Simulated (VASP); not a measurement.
# Cu (Immm) in VASP: a series of runs

Cu is run at these levels: PBE; tasks: single point.

Everything below comes from runs of VASP 6.6.1. Logs are shortened: lines on timing, memory, paths and dates and some standing lists are left out, and cuts for length are marked.

### 1 The cell of the first run

It takes space group Immm (No. 71, orthorhombic). The conventional cell has a = 2.544 Å, b = 2.589 Å, c = 3.630 Å, α = 90.00°, β = 90.00°, γ = 90.00°. Cu (site symmetry mmm) has 12 Cu at 2.54 to 2.59 Å within 3.4 Å.

### 2 Single point, PBE (strain +0.0175 x Voigt [0, 0, 0, 0, 0, 1])

INCAR reads:

```
SYSTEM = Cu
  ALGO = Fast
  EDIFF = 1E-6
  ENCUT = 520
  GGA = PE
  ISIF = 2
  ISMEAR = 0
  LASPH = .TRUE.
  LCHARG = .FALSE.
  LREAL = .FALSE.
  LWAVE = .FALSE.
  NBANDS = 12
  NELM = 60
  PREC = Accurate
  SIGMA = 0.15
```

KPOINTS reads:

```
k-points
0
G
  28 28 28
  0 0 0
```

POSCAR reads:

```
Cu
1.0
    0.0158801486      1.8148741278      1.8148741278
    1.8148741278      0.0158801486      1.8148741278
    1.8307542764      1.8307542764      0.0000000000
Cu
1
Direct
    0.0000000000      0.0000000000      0.0000000000
```

Potentials or basis: VASP PAW PBE potentials, release 64 (Cu).

Command:

```
cat potpaw_PBE.64/Cu/POTCAR > POTCAR
mpirun -np 1 vasp_std > vasp.out
```

OUTCAR:

```text
SYSTEM = Cu
   EDIFF = 1E-6
   ENCUT = 520
   GGA = PE
   ISIF = 2
   ISMEAR = 0
   LASPH = .TRUE.
   LREAL = .FALSE.
   NELM = 60
   PREC = Accurate

 ion  position               nearest neighbor table
   1  0.000  0.000  0.000-

  LATTYP: Found a body centered orthorhombic cell.
 ALAT       =     2.5441616840
 B/A-ratio  =     1.0176544767
 C/A-ratio  =     1.4266971625

  Lattice vectors:

 A1 = (   1.8148741278,   0.0158801486,  -1.8148741278)
 A2 = (  -1.8148741278,  -0.0158801486,  -1.8148741278)
 A3 = (   0.0158801486,   1.8148741278,   1.8148741278)

Analysis of symmetry for initial positions (statically):
=====================================================================
 Subroutine PRICEL returns:
 Original cell was already a primitive cell.

 Routine SETGRP: Setting up the symmetry group for a
 body centered orthorhombic supercell.

 Subroutine GETGRP returns: Found  8 space group operations
 (whereof  8 operations were pure point group operations)
 out of a pool of  8 trial point group operations.

The static configuration has the point symmetry D_2h.

Analysis of symmetry for dynamics (positions and initial velocities):
=====================================================================
 Subroutine PRICEL returns:
 Original cell was already a primitive cell.

 Routine SETGRP: Setting up the symmetry group for a
 body centered orthorhombic supercell.

 Subroutine GETGRP returns: Found  8 space group operations
 (whereof  8 operations were pure point group operations)
 out of a pool of  8 trial point group operations.

The dynamic configuration has the point symmetry D_2h.

 Subroutine INISYM returns: Found  8 space group operations
 (whereof  8 operations are pure point group operations),
 and found     1 'primitive' translations

----------------------------------------------------------------------------------------

                                     Primitive cell

  volume of cell :      11.9546

  direct lattice vectors                    reciprocal lattice vectors
     0.015880149  1.814874128  1.814874128    -0.277933115  0.277933115  0.275501200
     1.814874128  0.015880149  1.814874128     0.277933115 -0.277933115  0.275501200
     1.830754276  1.830754276  0.000000000     0.273111475  0.273111475 -0.275501200

  length of vectors
     2.566668732  2.566668732  2.589077527     0.479994316  0.479994316  0.474426671

  position of ions in fractional coordinates (direct lattice)
     0.000000000  0.000000000  0.000000000

  ion indices of the primitive-cell ions
   primitive index   ion index
                 1           1

----------------------------------------------------------------------------------------

 KPOINTS: k-points

Automatic generation of k-mesh.
 Grid dimensions read from file:
 generate k-points for:   28   28   28

 Generating k-lattice:

  Cartesian coordinates                     Fractional coordinates (reciprocal lattice)
    -0.009926183  0.009926183  0.009839329     0.035714286  0.000000000  0.000000000
     0.009926183 -0.009926183  0.009839329     0.000000000  0.035714286  0.000000000
     0.009753981  0.009753981 -0.009839329     0.000000000  0.000000000  0.035714286

  Length of vectors
     0.017142654  0.017142654  0.016943810

  Shift w.r.t. Gamma in fractional coordinates (k-lattice)
     0.000000000  0.000000000  0.000000000

 Subroutine IBZKPT returns following result:
 ===========================================

 Found   3060 irreducible k-points:

 Following reciprocal coordinates:
            Coordinates               Weight
  0.000000  0.000000  0.000000      1.000000
  0.035714 -0.000000  0.000000      4.000000
  0.071429 -0.000000  0.000000      4.000000
  0.107143 -0.000000  0.000000      4.000000
  0.142857 -0.000000  0.000000      4.000000
  0.178571  0.000000  0.000000      4.000000
[... 16 lines left out ...]
  0.285714  0.035714  0.000000      4.000000
  0.321429  0.035714  0.000000      4.000000
 [... further k-points ...]
   k-points           NKPTS =   3060   k-points in BZ     NKDIM =   3060   number of bands    NBANDS=     12
   number of dos      NEDOS =    301   number of ions     NIONS =      1
   total plane-waves  NPLWV =   8000
   dimension x,y,z NGX =    20 NGY =   20 NGZ =   20
   dimension x,y,z NGXF=    40 NGYF=   40 NGZF=   40
   ions per type =               1
   NGX,Y,Z   is equivalent  to a cutoff of  12.95, 12.95, 12.84 a.u.
   NGXF,Y,Z  is equivalent  to a cutoff of  25.91, 25.91, 25.68 a.u.
 SYSTEM =  Cu
   PREC   = accura    normal or accurate (medium, high low for compatibility)
   ISTART =      0    job   : 0-new  1-cont  2-samecut
   ICHARG =      2    charge: 1-file 2-atom 10-const
   ISPIN  =      1    spin polarized calculation?
   LNONCOLLINEAR =      F non collinear calculations
   LSORBIT =      F    spin-orbit coupling
   LASPH  =      T    aspherical Exc in radial PAW
   ENCUT  =  520.0 eV  38.22 Ry    6.18 a.u.   4.77  4.77  4.81*2*pi/ulx,y,z
   NELM   =     60;   NELMIN=  2; NELMDL= -5     # of ELM steps
   EDIFF  = 0.1E-05   stopping-criterion for ELM
   LREAL  =      F    real-space projection
[... 7 lines left out ...]
   TEBEG  =    0.0;   TEEND  =   0.0 temperature during run
   PSTRESS=    0.0 pullay stress
   NELECT =      11.0000    total number of electrons
   NUPDOWN=      -1.0000    fix difference up-down
   EMIN   =  10.00;   EMAX   =-10.00  energy-range for DOS
   EFERMI =   0.00;   METHOD = LEGACY
   ISMEAR =     0;   SIGMA  =   0.15  broadening in eV -4-tet -1-fermi 0-gaus
   EFERMI_NEDOS =   21; number of points for ismear=-14 and -15
   IALGO  =     68    algorithm
   IMIX   =      4    mixing-type and parameters
     AMIX     =   0.40;   BMIX     =  1.00
     AMIX_MAG =   1.60;   BMIX_MAG =  1.00
  volume/ion in A,a.u.               =      11.95        80.67
  Fermi-wavevector in a.u.,A,eV,Ry     =   1.592308  3.009025 34.496803  2.535443
  Thomas-Fermi vector in A             =   2.690713
   LORBIT       =      0    0 simple, 1 ext, 2 COOP (PROOUT), +10 PAW based schemes
   GGA     = PE    functional components
   LHFCALC =     F    Hartree Fock is set to
   AEXX    =    0.0000 exact exchange contribution
   IVDW    =     0    specifies the selected vdW correction
   LEPSILON=     F    determine dielectric tensor
   LRPA    =     F    only Hartree local field effects (RPA)
 non-spin polarized calculation
 RMM-DIIS sequential band-by-band and
 Gauss-broadening in eV      SIGMA  =   0.15
  energy-cutoff  :      520.00
  volume of cell :       11.95
 maximum number of plane-waves:       333
   NGX =  9   NGY =  9   NGZ =  9

 number of electron      10.9999997 magnetization

 Free energy of the ion-electron system (eV)
  ---------------------------------------------------
  ext. energy  EPLUGINS =         0.00000000
  ---------------------------------------------------
  free energy    TOTEN  =        -3.72883732 eV

  energy without entropy =       -3.72586863  energy(sigma->0) =       -3.72735298

 E-fermi :   7.4560     XC(G=0): -12.6556

 val. band max:        7.4520774430   @ k =   0.5000   0.1071   0.0000
 cond. band min:       7.4561194945   @ k =   0.4643   0.0000   0.2143
 fundamental gap:      0.0040420515
 Fermi energy:         7.4560268997

 k-point     1 :       0.0000    0.0000    0.0000
  band No.  band energies     occupation
      1      -1.8232      2.00000
      2       4.3995      2.00000
      3       4.4401      2.00000
      4       4.4897      2.00000
      5       5.2518      2.00000
      6       5.2526      2.00000
      7      29.8891      0.00000
      8      32.0580      0.00000
      9      32.5308      0.00000
     10      32.9148      0.00000
     11      34.6112      0.00000
     12      34.9441      0.00000

 k-point     2 :       0.0357   -0.0000    0.0000
  band No.  band energies     occupation
      1      -1.7765      2.00000
      2       4.4086      2.00000
      3       4.4421      2.00000
      4       4.4874      2.00000
      5       5.2476      2.00000
      6       5.2485      2.00000
      7      29.7352      0.00000
      8      31.8245      0.00000
      9      31.8960      0.00000
     10      32.5343      0.00000
     11      34.8418      0.00000
     12      35.2696      0.00000

 k-point     3 :       0.0714   -0.0000    0.0000
  band No.  band energies     occupation
      1      -1.6368      2.00000
      2       4.4273      2.00000
      3       4.4347      2.00000
      4       4.5009      2.00000
      5       5.2365      2.00000
      6       5.2373      2.00000
      7      28.9204      0.00000
      8      30.8236      0.00000
      9      31.5263      0.00000
     10      32.1133      0.00000
     11      35.4118      0.00000
     12      35.8610      0.00000
[... 286 lines left out ...]
 k-point    23 :       0.2857    0.0357    0.0000
  band No.  band energies     occupation
      1       0.7073      2.00000
      2       4.2073      2.00000
      3       4.5606      2.00000
      4       4.6148      2.00000
      5       5.3451      2.00000
      6       5.4353      2.00000
      7      18.9054      0.00000
      8      28.4390      0.00000
      9      28.8042      0.00000
     10      31.4868      0.00000
     11      34.0732      0.00000
     12      35.9815      0.00000

 k-point    24 :       0.3214    0.0357    0.0000
  band No.  band energies     occupation
      1       1.2511      2.00000
      2       4.3001      2.00000
      3       4.5276      2.00000
      4       4.5743      2.00000
      5       5.4623      2.00000
      6       5.5237      2.00000
      7      17.2491      0.00000
      8      28.2763      0.00000
      9      28.5917      0.00000
     10      30.9571      0.00000
     11      33.6212      0.00000
     12      35.1983      0.00000

 [... further k-points ...]
[... 5 lines left out ...]
  --------------------------------------------------------------------------------------
  -------------------------------------------------------------------------------------
  Total        0.0431571      0.0431571      0.0361499     -0.1086691      0.0000000      0.0000000
  in kB        5.7839736      5.7839736      4.8448586    -14.5639900      0.0000000      0.0000000
  external PRESSURE =       5.4709353 kB  Pullay stress =       0.0000000 kB

 VOLUME and BASIS-vectors are now :
 -----------------------------------------------------------------------------
  energy-cutoff  :      520.00
  volume of cell :       11.95
      direct lattice vectors                 reciprocal lattice vectors
     0.015880149  1.814874128  1.814874128    -0.277933115  0.277933115  0.275501200
     1.814874128  0.015880149  1.814874128     0.277933115 -0.277933115  0.275501200
     1.830754276  1.830754276  0.000000000     0.273111475  0.273111475 -0.275501200

 POSITION                                       TOTAL-FORCE (eV/Angst)
 -----------------------------------------------------------------------------------
      0.00000      0.00000      0.00000         0.000000     -0.000000      0.000000
 -----------------------------------------------------------------------------------
    total drift:                                0.000000     -0.000000      0.000000

  FREE ENERGIE OF THE ION-ELECTRON SYSTEM (eV)
  ---------------------------------------------------
  free  energy   TOTEN  =        -3.7288373250 eV

  energy  without entropy=       -3.7258686318  energy(sigma->0) =       -3.72735298
```

It took 9.1 min on 1 thread of Intel Xeon 8259CL, shared host; peak memory 0.51 GiB.

Results:

| Property | Result |
| --- | --- |
| Free energy | -3.7288 eV |
| Pressure | 0.5 GPa |
| Band gap on the k mesh | zero (an odd number of electrons rules out a gap without spin polarisation) |

Levels at points of the mesh, in eV from the Fermi level:
```tsv
k point	band 2	band 3	band 4	band 5	band 6	band 7	band 8	band 9	band 10	band 11
(0.00, 0.00, 0.00)	-3.06	-3.02	-2.97	-2.20	-2.20	22.43	24.60	25.07	25.46	27.16
(0.50, 0.00, 0.00)	-3.09	-3.01	-1.66	-1.62	-0.91	3.80	20.82	21.56	21.84	24.62
(0.50, 0.50, 0.00)	-4.38	-1.67	-1.51	-1.50	1.49	7.01	12.56	13.38	17.38	20.10
(0.00, 0.00, 0.50)	-3.08	-3.00	-1.67	-1.64	-1.06	3.56	21.06	21.97	22.18	24.91
(0.50, 0.00, 0.50)	-4.38	-1.67	-1.51	-1.50	1.49	7.01	12.97	12.97	17.43	20.04
```

Caveat: the cell differs from its parent crystal (strain +0.0175 x Voigt [0, 0, 0, 0, 0, 1]).

### 3 Single point, PBE (strain +0.0125 x Voigt [0, 0, 0, 0, 0, 1])

INCAR reads:

```
  ALGO = Fast
  EDIFF = 1E-6
  ENCUT = 520
  GGA = PE
  ISIF = 2
  ISMEAR = 0
  LASPH = True
  LCHARG = False
  LREAL = False
  LWAVE = False
  NBANDS = 12
  NELM = 100
  PREC = Accurate
  SIGMA = 0.15
```

KPOINTS reads:

```
k-points
0
Gamma
  28 28 28
```

POSCAR reads:

```
Cu
1.0
    0.0113429633      1.8148741278      1.8148741278
    1.8148741278      0.0113429633      1.8148741278
    1.8262170911      1.8262170911      0.0000000000
Cu
1
Direct
    0.0000000000      0.0000000000      0.0000000000
```

Potentials or basis: VASP PAW PBE potentials, release 64 (Cu).

Command:

```
cat potpaw_PBE.64/Cu/POTCAR > POTCAR
mpirun -np 1 vasp_std > vasp.out
```

It took 11 min on 1 thread of Intel Xeon 8259CL, shared host; peak memory 0.51 GiB.

It converged, with:

* Free energy: -3.7293 eV
* Pressure: 0.5 GPa
* Band gap on the k mesh: zero (an odd number of electrons rules out a gap without spin polarisation)

Stress tensor (GPa, compression positive):
```
 0.54 -1.05  0.00
-1.05  0.54  0.00
 0.00  0.00  0.49
```

Levels at points of the mesh, in eV from the Fermi level:
```
           k point  band 2  band 3  band 4  band 5  band 6  band 7  band 8  band 9  band 10  band 11
(0.00, 0.00, 0.00)   -3.04   -3.01   -2.98   -2.20   -2.20   22.45   24.72   25.05    25.33    27.26
(0.50, 0.00, 0.00)   -3.08   -3.02   -1.65   -1.63   -0.93    3.76   20.87   21.64    21.84    24.69
(0.50, 0.50, 0.00)   -4.38   -1.67   -1.51   -1.51    1.49    7.01   12.68   13.26    17.40    20.07
(0.00, 0.00, 0.50)   -3.07   -3.01   -1.67   -1.64   -1.04    3.59   21.04   21.93    22.09    24.90
(0.50, 0.00, 0.50)   -4.38   -1.67   -1.51   -1.51    1.49    7.01   12.97   12.97    17.43    20.04
```

Caveat: the cell differs from its parent crystal (strain +0.0125 x Voigt [0, 0, 0, 0, 0, 1]).
